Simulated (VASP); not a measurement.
## Rb: single point with LDA

Rb:

```xyz
1
Lattice="-2.3009 2.3009 3.1025 2.3009 -2.3009 3.1025 2.3009 2.3009 -3.1025" Properties=species:S:1:pos:R:3 pbc="T T T"
Rb    0.0000    0.0000    0.0000
```

```
Program                : VASP 6.6.1
Task                   : single point
Functional             : LDA
Potentials or basis    : VASP PAW LDA potentials, release 64 (Rb_sv)
Cutoff                 : 520 eV
k mesh                 : 14 × 14 × 14
Occupations            : gaussian, width 0.15 eV
Spin                   : no spin polarisation
Dipole correction      : no
Further INCAR settings : ALGO = Fast; EDIFF = 1e-07; NBANDS = 10
```

The pressure is 0.8 GPa and the band gap on the k mesh is zero (an odd number of electrons rules out a gap without spin polarisation).

Levels at points of the mesh, in eV from the Fermi level:
| k point | band 3 | band 4 | band 5 | band 6 | band 7 | band 8 |
| --- | --- | --- | --- | --- | --- | --- |
| (0.00, 0.00, 0.00) | -12.71 | -12.71 | -2.44 | 3.70 | 3.70 | 3.91 |
| (0.50, 0.00, 0.00) | -12.76 | -12.74 | -0.01 | 1.02 | 3.35 | 3.69 |
| (0.50, 0.50, 0.00) | -12.81 | -12.79 | 0.35 | 1.66 | 1.87 | 5.69 |
| (0.50, 0.50, 0.50) | -12.83 | -12.83 | 0.47 | 1.50 | 2.25 | 5.46 |

Wall time 90 s on 1 thread of AMD EPYC 9R45 96-Core Processor (Zen 5), with other jobs on the host, peak memory 0.25 GiB.
